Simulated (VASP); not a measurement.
Runs of VASP 6.6.1 on ZrC. The structure is that of space group I4/mmm (No. 139), or close to it. The cells are those of the table. 

```tsv
cell	gap on the mesh (eV)	pressure (GPa)
a = 3.391, b = 3.391, c = 3.457 Å, angles 59.4, 59.4, 61.3°, 2 atoms	none	-13.2
a = 3.326, b = 3.326, c = 3.191 Å, angles 61.3, 61.3, 57.3°, 2 atoms	none	(b)
a = 3.459, b = 3.459, c = 3.590 Å, angles 58.7, 58.7, 62.5°, 2 atoms	none	-22.3
a = 3.396, b = 3.396, c = 3.590 Å, angles 58.1, 58.1, 63.8°, 2 atoms	none	(a)
a = 3.263, b = 3.263, c = 3.457 Å, angles 58.0, 58.0, 64.0°, 2 atoms	none	9.1
```

Alike in all rows: task single point; level PBE; potentials or basis VASP PAW PBE potentials, release 64 (Zr_sv, C); no spin polarisation; k mesh 18 × 18 × 18; cutoff (eV) 520; smearing gaussian 0.15 eV.

Q: Fill in the values left out.

A: (a) -14.2; (b) 14.9.

Caveats: the cell stands under tension (at least some runs); the cell stands under pressure (at least some runs).

A k mesh can miss the band edges, and the runs leave out spin-orbit coupling on Zr.

A gap of «none» marks levels without a gap at the run's occupations.
